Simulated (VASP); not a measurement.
A run of VASP 6.6.1 is set up as follows.

The input INCAR:

```
  PREC = Accurate
  ENCUT = 600
  EDIFF = 1E-7
  ISMEAR = 1
  SIGMA = 0.01
  LREAL = False
  LASPH = True
  NELM = 120
  ALGO = Normal
  ISIF = 3
  LWAVE = False
  LCHARG = False
  GGA = RE
  IVDW = 12
  IBRION = 2
  NSW = 50
  EDIFFG = -0.01
  GGA_COMPAT = False
  NELMIN = 4
```

File KPOINTS:

```
Automatic mesh
0
Gamma
  8 8 8
```

Contents of POSCAR:

```
BN
1.0
    0.0000000000      1.8075000000      1.8075000000
    1.8075000000      0.0000000000      1.8075000000
    1.8075000000      1.8075000000      0.0000000000
B N
1 1
Direct
    0.0000000000      0.0000000000      0.0000000000
    0.2500000000      0.2500000000      0.2500000000
```

Potentials or basis: VASP PAW PBE potentials, release 64 (B, N).

Run with:

```console
$ cat potpaw_PBE.64/B/POTCAR potpaw_PBE.64/N/POTCAR > POTCAR
$ mpirun -np 1 vasp_std > vasp.out
```

(1) What does it give for the band gap on the k mesh?

(2) What does it give for the relaxed volume?

(3) Predict the space group after relaxing (to 0.05 Å).

## Answers

(1) 4.49 eV, indirect (least direct gap 8.92 eV).

(2) 5.84 Å³/atom.

(3) F-43m (No. 216).

Caveat: the PAW data sets were made with another functional, which shifts forces and pressure a little.
